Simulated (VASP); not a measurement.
Set up this calculation in VASP 6.6.1, as the native input.

```yaml
Task: single point
Functional: PBEsol
Potentials_or_basis: VASP PAW PBE potentials, release 64 (Si)
Cutoff: 520 eV
k_mesh: 8 × 8 × 8
Occupations: gaussian, width 0.02 eV
Spin: no spin polarisation
Dipole_correction: no
Further_INCAR_settings: ALGO = Normal; EDIFF = 1e-06; NBANDS = 11
```

The structure of Si lies in POSCAR:

```
Si
1.0
    0.0000000000      2.7170849197      2.7170849197
    2.7170849197      0.0000000000      2.7170849197
    2.7170849197      2.7170849197      0.0000000000
Si
2
Direct
    0.0000000000      0.0000000000      0.0000000000
    0.2500000000      0.2500000000      0.2500000000
```

One way to write it, as run:

INCAR

```
SYSTEM = Si
  PREC = Accurate
  ENCUT = 520
  EDIFF = 1E-6
  ISMEAR = 0
  SIGMA = 0.02
  LREAL = .False.
  LASPH = .True.
  NELM = 60
  ALGO = Normal
  ISIF = 2
  LWAVE = .False.
  LCHARG = .False.
  GGA = PS
  NBANDS = 11
```

KPOINTS

```
Automatic mesh
0
Gamma
  8 8 8
  0 0 0
```

Potentials or basis: VASP PAW PBE potentials, release 64 (Si).

Launch:

```sh
$ cat potpaw_PBE.64/Si/POTCAR > POTCAR
$ mpirun -np 1 vasp_std > vasp.out
```

Results of the run:

| Property | Result |
| --- | --- |
| Pressure | 0.1 GPa |
| Band gap on the k mesh | 0.51 eV, indirect (least direct gap 2.52 eV) |

Caveat: the PAW data sets were made with another functional, which shifts forces and pressure a little.

It took 13 s on 1 thread of Intel(R) Xeon(R) Platinum 8488C (Sapphire Rapids) (shared host), peak memory 0.15 GiB.
